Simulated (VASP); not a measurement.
# Pt (P6_3/mmc) in VASP: notebook

Pt is run at these levels: PBE; tasks: single point.

Program: VASP 6.6.1. These are calculated values, not measurements. Logs are shortened: lines on timing, memory, paths and dates and some standing lists are left out, and cuts for length are marked.

## (1) The cell of the first run

Symmetry: P6_3/mmc, No. 194, hexagonal system. Conventional cell: a = 2.903 Å, b = 2.903 Å, c = 5.021 Å, α = 90.00°, β = 90.00°, γ = 120.00°. Pt (site symmetry -6m2) has 12 Pt at 2.90 to 3.02 Å within 3.8 Å.

## (2) Single point, PBE

File INCAR:

```
  PREC = Accurate
  ENCUT = 520
  EDIFF = 1E-6
  ISMEAR = 0
  SIGMA = 0.15
  LREAL = F
  LASPH = T
  NELM = 80
  ALGO = Fast
  ISIF = 2
  LWAVE = F
  LCHARG = F
  GGA = PE
  NBANDS = 17
```

File KPOINTS:

```
regular mesh
0
Gamma
  18 18 10
```

File POSCAR:

```
Pt
1.0
    2.9034000000      0.0000000000      0.0000000000
   -1.4517000000      2.5144181573      0.0000000000
    0.0000000000      0.0000000000      5.0205000000
Pt
2
Direct
    0.6666666667      0.3333333333      0.7500000000
    0.3333333333      0.6666666667      0.2500000000
```

Potentials or basis: VASP PAW PBE potentials, release 64 (Pt).

The run is started by

```
$ cat potpaw_PBE.64/Pt/POTCAR > POTCAR
$ mpirun -np 1 vasp_std > vasp.out
```

OUTCAR:

```text
PREC = Accurate
   ENCUT = 520
   EDIFF = 1E-6
   ISMEAR = 0
   LREAL = F
   LASPH = T
   NELM = 80
   ISIF = 2
   GGA = PE

 ion  position               nearest neighbor table
   1  0.667  0.333  0.750-   2 3.02   2 3.02   2 3.02   2 3.02   2 3.02   2 3.02
   2  0.333  0.667  0.250-   1 3.02   1 3.02   1 3.02   1 3.02   1 3.02   1 3.02

  LATTYP: Found a hexagonal cell.
 ALAT       =     2.9034000000
 C/A-ratio  =     1.7291795826

  Lattice vectors:

 A1 = (   2.9034000000,   0.0000000000,   0.0000000000)
 A2 = (  -1.4517000000,   2.5144181573,   0.0000000000)
 A3 = (   0.0000000000,   0.0000000000,   5.0205000000)

Analysis of symmetry for initial positions (statically):
=====================================================================
 Subroutine PRICEL returns:
 Original cell was already a primitive cell.

 Routine SETGRP: Setting up the symmetry group for a
 hexagonal supercell.

 Subroutine GETGRP returns: Found 24 space group operations
 (whereof 12 operations were pure point group operations)
 out of a pool of 24 trial point group operations.

The static configuration has the point symmetry D_3d.
 The point group associated with its full space group is D_6h.

Analysis of symmetry for dynamics (positions and initial velocities):
=====================================================================
 Subroutine PRICEL returns:
 Original cell was already a primitive cell.

 Routine SETGRP: Setting up the symmetry group for a
 hexagonal supercell.

 Subroutine GETGRP returns: Found 24 space group operations
 (whereof 12 operations were pure point group operations)
 out of a pool of 24 trial point group operations.

The dynamic configuration has the point symmetry D_3d.
 The point group associated with its full space group is D_6h.

 Subroutine INISYM returns: Found 24 space group operations
 (whereof 12 operations are pure point group operations),
 and found     1 'primitive' translations

----------------------------------------------------------------------------------------

                                     Primitive cell

  volume of cell :      36.6515

  direct lattice vectors                    reciprocal lattice vectors
     2.903400000  0.000000000  0.000000000     0.344423779  0.198853162  0.000000000
    -1.451700000  2.514418157  0.000000000     0.000000000  0.397706323  0.000000000
     0.000000000  0.000000000  5.020500000     0.000000000  0.000000000  0.199183348

  length of vectors
     2.903400000  2.903400000  5.020500000     0.397706323  0.397706323  0.199183348

  position of ions in fractional coordinates (direct lattice)
     0.666666667  0.333333333  0.750000000
     0.333333333  0.666666667  0.250000000

  ion indices of the primitive-cell ions
   primitive index   ion index
                 1           1
                 2           2

----------------------------------------------------------------------------------------

 KPOINTS: regular mesh

Automatic generation of k-mesh.
 Grid dimensions read from file:
 generate k-points for:   18   18   10

 Generating k-lattice:

  Cartesian coordinates                     Fractional coordinates (reciprocal lattice)
     0.019134654  0.011047398  0.000000000     0.055555556 -0.000000000  0.000000000
     0.000000000  0.022094796  0.000000000     0.000000000  0.055555556  0.000000000
     0.000000000  0.000000000  0.019918335     0.000000000  0.000000000  0.100000000

  Length of vectors
     0.022094796  0.022094796  0.019918335

  Shift w.r.t. Gamma in fractional coordinates (k-lattice)
     0.000000000  0.000000000  0.000000000

 Subroutine IBZKPT returns following result:
 ===========================================

 Found    222 irreducible k-points:

 Following reciprocal coordinates:
            Coordinates               Weight
  0.000000  0.000000  0.000000      1.000000
  0.055556  0.000000  0.000000      6.000000
  0.111111  0.000000  0.000000      6.000000
  0.166667  0.000000  0.000000      6.000000
  0.222222 -0.000000  0.000000      6.000000
  0.277778  0.000000  0.000000      6.000000
[... 16 lines left out ...]
  0.333333  0.111111  0.000000     12.000000
  0.388889  0.111111  0.000000     12.000000
 [... further k-points ...]
   k-points           NKPTS =    222   k-points in BZ     NKDIM =    222   number of bands    NBANDS=     17
   number of dos      NEDOS =    301   number of ions     NIONS =      2
   total plane-waves  NPLWV =  23040
   dimension x,y,z NGX =    24 NGY =   24 NGZ =   40
   dimension x,y,z NGXF=    48 NGYF=   48 NGZF=   80
   ions per type =               2
   NGX,Y,Z   is equivalent  to a cutoff of  13.74, 13.74, 13.25 a.u.
   NGXF,Y,Z  is equivalent  to a cutoff of  27.48, 27.48, 26.49 a.u.
 SYSTEM =  unknown system
   PREC   = accura    normal or accurate (medium, high low for compatibility)
   ISTART =      0    job   : 0-new  1-cont  2-samecut
   ICHARG =      2    charge: 1-file 2-atom 10-const
   ISPIN  =      1    spin polarized calculation?
   LNONCOLLINEAR =      F non collinear calculations
   LSORBIT =      F    spin-orbit coupling
   LASPH  =      T    aspherical Exc in radial PAW
   ENCUT  =  520.0 eV  38.22 Ry    6.18 a.u.   5.40  5.40  9.33*2*pi/ulx,y,z
   NELM   =     80;   NELMIN=  2; NELMDL= -5     # of ELM steps
   EDIFF  = 0.1E-05   stopping-criterion for ELM
   LREAL  =      F    real-space projection
   EDIFFG = 0.1E-04   stopping-criterion for IOM
   NSW    =      0    number of steps for IOM
   IBRION =     -1    ionic relax: 0-MD 1-quasi-New 2-CG
   NFREE  =      0    steps in history (QN), initial steepest desc. (CG)
   ISIF   =      2    stress and relaxation
   ISYM   =      2    0-nonsym 1-usesym 2-fastsym
   POTIM  = 0.5000    time-step for ionic-motion
   TEBEG  =    0.0;   TEEND  =   0.0 temperature during run
   PSTRESS=    0.0 pullay stress
   NELECT =      20.0000    total number of electrons
   NUPDOWN=      -1.0000    fix difference up-down
   EMIN   =  10.00;   EMAX   =-10.00  energy-range for DOS
   EFERMI =   0.00;   METHOD = LEGACY
   ISMEAR =     0;   SIGMA  =   0.15  broadening in eV -4-tet -1-fermi 0-gaus
   EFERMI_NEDOS =   21; number of points for ismear=-14 and -15
   IALGO  =     68    algorithm
   IMIX   =      4    mixing-type and parameters
     AMIX     =   0.40;   BMIX     =  1.00
     AMIX_MAG =   1.60;   BMIX_MAG =  1.00
  volume/ion in A,a.u.               =      18.33       123.67
  Fermi-wavevector in a.u.,A,eV,Ry     =   1.337789  2.528055 24.350077  1.789680
  Thomas-Fermi vector in A             =   2.466310
   LORBIT       =      0    0 simple, 1 ext, 2 COOP (PROOUT), +10 PAW based schemes
   GGA     = PE    functional components
   LHFCALC =     F    Hartree Fock is set to
   AEXX    =    0.0000 exact exchange contribution
   IVDW    =     0    specifies the selected vdW correction
   LEPSILON=     F    determine dielectric tensor
   LRPA    =     F    only Hartree local field effects (RPA)
 non-spin polarized calculation
 RMM-DIIS sequential band-by-band and
 Gauss-broadening in eV      SIGMA  =   0.15
  energy-cutoff  :      520.00
  volume of cell :       36.65
 maximum number of plane-waves:      1013
 NGX is ok and might be reduce to    24
   NGX = 11   NGY = 11   NGZ = 19

 number of electron      20.0000002 magnetization

 Free energy of the ion-electron system (eV)
  ---------------------------------------------------
  ext. energy  EPLUGINS =         0.00000000
  ---------------------------------------------------
  free energy    TOTEN  =       -11.63752284 eV

  energy without entropy =      -11.58279804  energy(sigma->0) =      -11.61016044

 E-fermi :   7.8758     XC(G=0): -12.3393

 val. band max:        7.8726077686   @ k =   0.3889   0.2222   0.3000
 cond. band min:       7.8771417737   @ k =   0.3889   0.0556   0.1000
 fundamental gap:      0.0045340052
 Fermi energy:         7.8758013097

 k-point     1 :       0.0000    0.0000    0.0000
  band No.  band energies     occupation
      1      -0.3143      2.00000
      2       2.1804      2.00000
      3       4.8260      2.00000
      4       5.2062      2.00000
      5       5.2062      2.00000
      6       5.4888      2.00000
[... 9 lines left out ...]
     16      25.0288      0.00000
     17      27.2691      0.00000

 k-point     2 :       0.0556    0.0000    0.0000
  band No.  band energies     occupation
      1      -0.2170      2.00000
      2       2.2681      2.00000
      3       4.8173      2.00000
      4       5.2050      2.00000
      5       5.2744      2.00000
      6       5.4470      2.00000
[... 9 lines left out ...]
     16      25.0469      0.00000
     17      26.7108      0.00000

 k-point     3 :       0.1111    0.0000    0.0000
  band No.  band energies     occupation
      1       0.0687      2.00000
      2       2.5169      2.00000
      3       4.7494      2.00000
      4       5.2250      2.00000
      5       5.3740      2.00000
      6       5.4753      2.00000
[... 9 lines left out ...]
     16      24.6783      0.00000
     17      25.6412      0.00000

 k-point     4 :       0.1667    0.0000    0.0000
  band No.  band energies     occupation
      1       0.5224      2.00000
      2       2.8701      2.00000
      3       4.6297      2.00000
      4       5.1052      2.00000
      5       5.3705      2.00000
      6       5.5294      2.00000
[... 9 lines left out ...]
     16      24.5856      0.00000
     17      24.8120      0.00000
[... 343 lines left out ...]
      1       2.5494      2.00000
      2       3.4195      2.00000
      3       3.9620      2.00000
      4       4.6896      2.00000
      5       5.1899      2.00000
      6       5.2933      2.00000
[... 9 lines left out ...]
     16      22.0885      0.00000
     17      22.4667      0.00000

 k-point    23 :       0.3333    0.1111    0.0000
  band No.  band energies     occupation
      1       2.8951      2.00000
      2       3.2644      2.00000
      3       3.7225      2.00000
      4       5.0199      2.00000
      5       5.2352      2.00000
      6       5.4973      2.00000
[... 9 lines left out ...]
     16      20.2862      0.00000
     17      21.6031      0.00000

 k-point    24 :       0.3889    0.1111    0.0000
  band No.  band energies     occupation
      1       3.0359      2.00000
      2       3.1517      2.00000
      3       3.5769      2.00000
      4       5.2405      2.00000
      5       5.3989      2.00000
      6       5.4392      2.00000
[... 9 lines left out ...]
     16      19.0664      0.00000
     17      20.8606      0.00000

 [... further k-points ...]
[... 5 lines left out ...]
  --------------------------------------------------------------------------------------
  -------------------------------------------------------------------------------------
  Total       -5.7974187     -5.7974187     -5.1311275      0.0000000      0.0000000      0.0000000
  in kB     -253.4275931   -253.4275931   -224.3014289      0.0000000      0.0000000      0.0000000
  external PRESSURE =    -243.7188717 kB  Pullay stress =       0.0000000 kB

 VOLUME and BASIS-vectors are now :
 -----------------------------------------------------------------------------
  energy-cutoff  :      520.00
  volume of cell :       36.65
      direct lattice vectors                 reciprocal lattice vectors
     2.903400000  0.000000000  0.000000000     0.344423779  0.198853162  0.000000000
    -1.451700000  2.514418157  0.000000000     0.000000000  0.397706323  0.000000000
     0.000000000  0.000000000  5.020500000     0.000000000  0.000000000  0.199183348

 POSITION                                       TOTAL-FORCE (eV/Angst)
 -----------------------------------------------------------------------------------
      1.45170      0.83814      3.76538         0.000000      0.000000      0.000000
     -0.00000      1.67628      1.25513        -0.000000      0.000000      0.000000
 -----------------------------------------------------------------------------------
    total drift:                               -0.000000      0.000000     -0.000000

  FREE ENERGIE OF THE ION-ELECTRON SYSTEM (eV)
  ---------------------------------------------------
  free  energy   TOTEN  =       -11.6375228420 eV

  energy  without entropy=      -11.5827980449  energy(sigma->0) =      -11.61016044
```

Wall time 53 s (1 thread of Intel Xeon 6975P-C (Granite Rapids), shared host); peak memory 0.24 GiB.

Results:

```yaml
Free_energy: -11.6375 eV
Pressure: -24.4 GPa
Band_gap_on_the_k_mesh: zero (band 10 reaches 8.22 eV, above the bottom of band 11 at 7.25 eV)
```

Levels at points of the mesh, in eV from the Fermi level:
| k point | band 7 | band 8 | band 9 | band 10 | band 11 | band 12 | band 13 | band 14 |
| --- | --- | --- | --- | --- | --- | --- | --- | --- |
| (0.00, 0.00, 0.00) | -2.39 | -1.42 | -1.42 | -0.18 | -0.18 | -0.04 | 3.85 | 15.22 |
| (0.50, 0.00, 0.00) | -1.92 | -0.01 | 0.19 | 0.34 | 2.03 | 3.24 | 6.63 | 8.22 |
| (0.00, 0.00, 0.50) | -2.67 | -2.67 | -0.63 | -0.63 | -0.63 | -0.63 | 10.94 | 10.94 |
| (0.50, 0.00, 0.50) | -0.55 | -0.55 | 0.28 | 0.28 | 1.82 | 1.82 | 5.42 | 5.42 |

Caveat: spin-orbit coupling is left out, which moves the levels of the heavy elements.

## (3) Single point, PBE

This run uses another cell than the first one, of 18.26 Å³/atom, 0.997 times its volume.

File INCAR:

```
PREC = Accurate
ENCUT = 520
EDIFF = 1E-7
ISMEAR = 0
SIGMA = 0.15
LREAL = F
LASPH = T
NELM = 100
ALGO = Fast
ISIF = 2
LWAVE = F
LCHARG = F
GGA = PE
NBANDS = 17
```

File KPOINTS:

```
Automatic mesh
0
Gamma
  18 18 10
```

File POSCAR:

```
Pt
1.0
    2.9516000000      0.0000000000      0.0000000000
   -1.4758000000      2.5561605818      0.0000000000
    0.0000000000      0.0000000000      4.8412000000
Pt
2
Direct
    0.6666666667      0.3333333333      0.7500000000
    0.3333333333      0.6666666667      0.2500000000
```

Potentials or basis: VASP PAW PBE potentials, release 64 (Pt).

The run is started by

```
$ cat potpaw_PBE.64/Pt/POTCAR > POTCAR
$ mpirun -np 1 vasp_std > vasp.out
```

It took 46 s on 1 thread of Intel Xeon 6975P-C (Granite Rapids), shared host; peak memory 0.24 GiB.

Results (log left out):

| Property | Result |
| --- | --- |
| Free energy | -11.6244 eV |
| Pressure | -24.1 GPa |
| Band gap on the k mesh | zero (band 10 reaches 8.16 eV, above the bottom of band 11 at 7.26 eV) |

Stress tensor (GPa, compression positive):
```
-25.67   0.00   0.00
  0.00 -25.67   0.00
  0.00   0.00 -20.99
```

Levels at points of the mesh, in eV from the Fermi level:
```tsv
k point	band 6	band 7	band 8	band 9	band 10	band 11	band 12	band 13	band 14	band 15
(0.00, 0.00, 0.00)	-2.30	-2.30	-1.72	-1.72	-0.21	-0.21	0.26	4.46	14.93	16.51
(0.50, 0.00, 0.00)	-2.14	-2.11	0.01	0.10	0.22	1.90	3.00	6.92	8.49	8.50
(0.00, 0.00, 0.50)	-2.72	-2.72	-2.72	-0.68	-0.68	-0.68	-0.68	12.06	12.06	15.22
(0.50, 0.00, 0.50)	-1.55	-0.57	-0.57	0.14	0.14	1.77	1.77	5.28	5.28	14.19
```

Caveat: spin-orbit coupling is left out, which moves the levels of the heavy elements.

## (4) Single point, PBE

This run uses another cell than the first one, of 18.49 Å³/atom, 1.009 times its volume.

File INCAR:

```
PREC = Accurate ; ENCUT = 520
EDIFF = 1E-6 ; ISMEAR = 0
SIGMA = 0.15 ; LREAL = False
LASPH = True ; NELM = 60
ALGO = Fast ; ISIF = 2
LWAVE = False ; LCHARG = False
GGA = PE ; NBANDS = 17
```

KPOINTS is that of step 3.

POSCAR: that of step 3 with these lines changed.

```diff
@@ -4,3 +4,3 @@
    -1.4758000000      2.5561605818      0.0000000000
-    0.0000000000      0.0000000000      4.8412000000
+    0.0000000000      0.0000000000      4.9009000000
 Pt
```

The run is started by

```
$ cat potpaw_PBE.64/Pt/POTCAR > POTCAR
$ mpirun -np 1 vasp_std > vasp.out
```

It took 38 s on 1 thread of Intel Xeon 6975P-C (Granite Rapids), shared host; peak memory 0.24 GiB.

Results (log left out):

- Free energy: -11.5639 eV
- Pressure: -25.2 GPa
- Band gap on the k mesh: zero (band 10 reaches 7.99 eV, above the bottom of band 11 at 7.09 eV)

Stress tensor (GPa, compression positive):
```
-26.67   0.00   0.00
  0.00 -26.67   0.00
  0.00   0.00 -22.30
```

Levels at points of the mesh, in eV from the Fermi level:
| k point | band 7 | band 8 | band 9 | band 10 | band 11 | band 12 | band 13 | band 14 |
| --- | --- | --- | --- | --- | --- | --- | --- | --- |
| (0.00, 0.00, 0.00) | -2.28 | -1.61 | -1.61 | -0.20 | -0.20 | 0.23 | 4.25 | 15.00 |
| (0.50, 0.00, 0.00) | -2.02 | 0.05 | 0.07 | 0.24 | 1.92 | 3.02 | 6.80 | 8.33 |
| (0.00, 0.00, 0.50) | -2.65 | -2.65 | -0.66 | -0.66 | -0.66 | -0.66 | 11.71 | 11.71 |
| (0.50, 0.00, 0.50) | -0.55 | -0.55 | 0.16 | 0.16 | 1.79 | 1.79 | 5.23 | 5.23 |

Caveat: spin-orbit coupling is left out, which moves the levels of the heavy elements.

## (5) Single point, PBE

This run uses another cell than the first one, of 18.71 Å³/atom, 1.021 times its volume.

File INCAR:

```
ALGO     = Fast           # electronic algorithm
EDIFF    = 1E-6           # SCF threshold, eV
ENCUT    = 520            # plane-wave cutoff, eV
GGA      = PE             # functional
ISIF     = 2              # what is computed and relaxed
ISMEAR   = 0              # smearing method
LASPH    = T              # aspherical terms in the spheres
LCHARG   = T              # write CHGCAR
LELF     = T              # ELF
LREAL    = F              # projectors in reciprocal space
LVHAR    = T            
LWAVE    = F              # write WAVECAR
NBANDS   = 17             # bands
NELM     = 100            # most SCF steps
PREC     = Accurate       # precision mode
SIGMA    = 0.15           # smearing width, eV
```

File KPOINTS:

```
k-points
0
Gamma
  18 18 10
```

POSCAR: that of step 4 with these lines changed.

```diff
@@ -4,3 +4,3 @@
    -1.4758000000      2.5561605818      0.0000000000
-    0.0000000000      0.0000000000      4.9009000000
+    0.0000000000      0.0000000000      4.9607000000
 Pt
```

The run is started by

```
$ cat potpaw_PBE.64/Pt/POTCAR > POTCAR
$ mpirun -np 1 vasp_std > vasp.out
```

Wall time 40 s (1 thread of Intel Xeon 6975P-C (Granite Rapids), shared host); peak memory 0.25 GiB.

Results (log left out):

* Free energy: -11.4996 eV
* Pressure: -26.2 GPa
* Band gap on the k mesh: zero (band 10 reaches 7.82 eV, above the bottom of band 11 at 6.92 eV)

Stress tensor (GPa, compression positive):
```
-27.54   0.00   0.00
  0.00 -27.54   0.00
  0.00   0.00 -23.49
```

Levels at points of the mesh, in eV from the Fermi level:
```tsv
k point	band 7	band 8	band 9	band 10	band 11	band 12	band 13	band 14
(0.00, 0.00, 0.00)	-2.25	-1.52	-1.52	-0.19	-0.19	0.21	4.05	15.06
(0.50, 0.00, 0.00)	-1.93	0.05	0.08	0.26	1.94	3.04	6.69	8.18
(0.00, 0.00, 0.50)	-2.59	-2.59	-0.64	-0.64	-0.64	-0.64	11.38	11.38
(0.50, 0.00, 0.50)	-0.52	-0.52	0.19	0.19	1.81	1.81	5.19	5.19
```

Caveat: spin-orbit coupling is left out, which moves the levels of the heavy elements.

## (6) The runs side by side

| cell | further INCAR settings | gap on the mesh (eV) | pressure (GPa) |
| --- | --- | --- | --- |
| a = 2.903, b = 2.903, c = 5.021 Å, angles 90.0, 90.0, 120.0°, 2 atoms | ALGO = Fast; EDIFF = 1e-06; NBANDS = 17 | none | -24.4 |
| a = 2.952, b = 2.952, c = 4.841 Å, angles 90.0, 90.0, 120.0°, 2 atoms | ALGO = Fast; EDIFF = 1e-07; NBANDS = 17 | none | -24.1 |
| a = 2.952, b = 2.952, c = 4.901 Å, angles 90.0, 90.0, 120.0°, 2 atoms | ALGO = Fast; EDIFF = 1e-06; NBANDS = 17 | none | -25.2 |
| a = 2.952, b = 2.952, c = 4.961 Å, angles 90.0, 90.0, 120.0°, 2 atoms | ALGO = Fast; EDIFF = 1e-06; NBANDS = 17 | none | -26.2 |

Alike in all rows: task single point; level PBE; potentials or basis VASP PAW PBE potentials, release 64 (Pt); no spin polarisation; k mesh 18 × 18 × 10; cutoff (eV) 520; smearing gaussian 0.15 eV.

Caveats: spin-orbit coupling is left out, which moves the levels of the heavy elements.

Total energies depend on the potentials used, so only differences within one code and one set of settings carry meaning.
